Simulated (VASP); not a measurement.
# ScBe (Cmcm) in VASP: notebook, part 2 of 2

VASP 6.6.1.

## (3) Single point, PBE

This run uses another cell than the first one, of 16.61 Å³/atom.

Input file INCAR:

```
PREC = Accurate
ENCUT = 520
EDIFF = 1E-7
ISMEAR = 0
SIGMA = 0.1
LREAL = False
LASPH = True
NELM = 100
ALGO = Fast
ISIF = 2
LWAVE = False
LCHARG = True
GGA = PE
LELF = True
LVHAR = True
NBANDS = 21
```

Input file KPOINTS:

```
Automatic mesh
0
Gamma
  14 14 12
```

Input file POSCAR:

```
ScBe
1.0
    1.6609994327     -5.1339797736      0.0000000000
    1.6609994327      5.1339797736      0.0000000000
    0.0000000000      0.0000000000      3.8964875496
Sc Be
2 2
Direct
    0.8513774065      0.1486225935      0.7500000000
    0.1486225935      0.8513774065      0.2500000000
    0.5580812326      0.4419187674      0.7500000000
    0.4419187674      0.5580812326      0.2500000000
```

Potentials or basis: VASP PAW PBE potentials, release 64 (Sc_sv, Be).

The run is started by

```sh
cat potpaw_PBE.64/Sc_sv/POTCAR potpaw_PBE.64/Be/POTCAR > POTCAR
mpirun -np 1 vasp_std > vasp.out
```

OUTCAR:

```text
PREC = Accurate
   ENCUT = 520
   EDIFF = 1E-7
   ISMEAR = 0
   LREAL = False
   LASPH = True
   NELM = 100
   ISIF = 2
   GGA = PE

 ion  position               nearest neighbor table
   1  0.851  0.149  0.750-   3 2.70   3 2.70   4 2.72   4 2.72   4 2.72   4 2.72   2 3.30   2 3.30
                             2 3.30   2 3.30
   2  0.149  0.851  0.250-   4 2.70   4 2.70   3 2.72   3 2.72   3 2.72   3 2.72   1 3.30   1 3.30
                             1 3.30   1 3.30
   3  0.558  0.442  0.750-   4 2.28   4 2.28   1 2.70   1 2.70   2 2.72   2 2.72   2 2.72   2 2.72

   4  0.442  0.558  0.250-   3 2.28   3 2.28   2 2.70   2 2.70   1 2.72   1 2.72   1 2.72   1 2.72

  LATTYP: Found a base centered orthorhombic cell.
 ALAT       =     3.3219988654
 B/A-ratio  =     3.0908979693
 C/A-ratio  =     1.1729346419

  Lattice vectors:

 A1 = (   1.6609994327,  -5.1339797736,   0.0000000000)
 A2 = (   1.6609994327,   5.1339797736,   0.0000000000)
 A3 = (   0.0000000000,   0.0000000000,   3.8964875496)

Analysis of symmetry for initial positions (statically):
=====================================================================
 Subroutine PRICEL returns:
 Original cell was already a primitive cell.
[... 172 lines left out ...]
  ---------------------------------------------------
  free energy    TOTEN  =       -20.02848800 eV

  energy without entropy =      -20.00843155  energy(sigma->0) =      -20.01845977

 E-fermi :   3.9128     XC(G=0): -10.0397

 val. band max:        3.9057388149   @ k =   0.0714   0.0000   0.3333
 cond. band min:       3.9140165772   @ k =   0.4286   0.4286   0.2500
 fundamental gap:      0.0082777623
 Fermi energy:         3.9127651403

 k-point     1 :       0.0000    0.0000    0.0000
  band No.  band energies     occupation
      1     -45.3492      2.00000
      2     -45.3090      2.00000
      3     -24.0755      2.00000
      4     -24.0005      2.00000
      5     -23.8946      2.00000
      6     -23.8832      2.00000
[... 565 lines left out ...]
     20       7.8840      0.00000
     21       8.2030      0.00000

 [... further k-points ...]
[... 5 lines left out ...]
  --------------------------------------------------------------------------------------
  -------------------------------------------------------------------------------------
  Total        0.0411338      0.0467233      0.0428887      0.0000000      0.0000000      0.0000000
  in kB        0.9917061      1.1264648      1.0340132      0.0000000      0.0000000      0.0000000
  external PRESSURE =       1.0507280 kB  Pullay stress =       0.0000000 kB

 VOLUME and BASIS-vectors are now :
 -----------------------------------------------------------------------------
  energy-cutoff  :      520.00
  volume of cell :       66.45
      direct lattice vectors                 reciprocal lattice vectors
     1.660999433 -5.133979774  0.000000000     0.301023583 -0.097390333  0.000000000
     1.660999433  5.133979774  0.000000000     0.301023583  0.097390333  0.000000000
     0.000000000  0.000000000  3.896487550     0.000000000  0.000000000  0.256641395

 POSITION                                       TOTAL-FORCE (eV/Angst)
 -----------------------------------------------------------------------------------
      1.66100     -3.60793      2.92237         0.000000      0.006464      0.000000
      1.66100      3.60793      0.97412         0.000000     -0.006464     -0.000000
      1.66100     -0.59638      2.92237         0.000000     -0.002120      0.000000
      1.66100      0.59638      0.97412         0.000000      0.002120      0.000000
 -----------------------------------------------------------------------------------
    total drift:                               -0.000000     -0.000000      0.000000

  FREE ENERGIE OF THE ION-ELECTRON SYSTEM (eV)
  ---------------------------------------------------
  free  energy   TOTEN  =       -20.0284879984 eV

  energy  without entropy=      -20.0084315452  energy(sigma->0) =      -20.01845977
```

It took 9.6 min on 1 thread of AMD EPYC 9R45 (Zen 5), shared host; peak memory 0.56 GiB.

What came out:

```
Free energy            : -20.0285 eV
Pressure               : 0.1 GPa
Largest force          : 0.006 eV/Å
Band gap on the k mesh : zero (bands 13 and 14 overlap by 1.60 eV)
```

Forces on the atoms (eV/Å):
```
Sc   0.000  0.006  0.000
Sc   0.000 -0.006  0.000
Be   0.000 -0.002  0.000
Be   0.000  0.002  0.000
```

Levels at points of the mesh, in eV from the Fermi level:
| k point | band 9 | band 10 | band 11 | band 12 | band 13 | band 14 | band 15 | band 16 | band 17 | band 18 |
| --- | --- | --- | --- | --- | --- | --- | --- | --- | --- | --- |
| (0.00, 0.00, 0.00) | -6.61 | -2.68 | -1.19 | -0.40 | -0.23 | 1.01 | 1.57 | 1.98 | 2.44 | 2.68 |
| (0.50, 0.00, 0.00) | -3.89 | -3.15 | -1.39 | -0.62 | -0.57 | 0.41 | 0.67 | 0.79 | 2.15 | 2.40 |
| (0.50, 0.50, 0.00) | -5.70 | -4.53 | -0.55 | -0.36 | -0.12 | 0.80 | 1.50 | 1.72 | 2.51 | 2.52 |
| (0.00, 0.00, 0.50) | -4.44 | -4.44 | -0.70 | -0.70 | -0.32 | -0.32 | 1.24 | 1.24 | 2.86 | 2.86 |
| (0.50, 0.00, 0.50) | -2.87 | -2.87 | -1.15 | -1.15 | -0.65 | -0.65 | 0.22 | 0.22 | 3.17 | 3.17 |
| (0.50, 0.50, 0.50) | -4.00 | -4.00 | -2.21 | -2.21 | 0.95 | 0.95 | 1.86 | 1.86 | 2.56 | 2.58 |
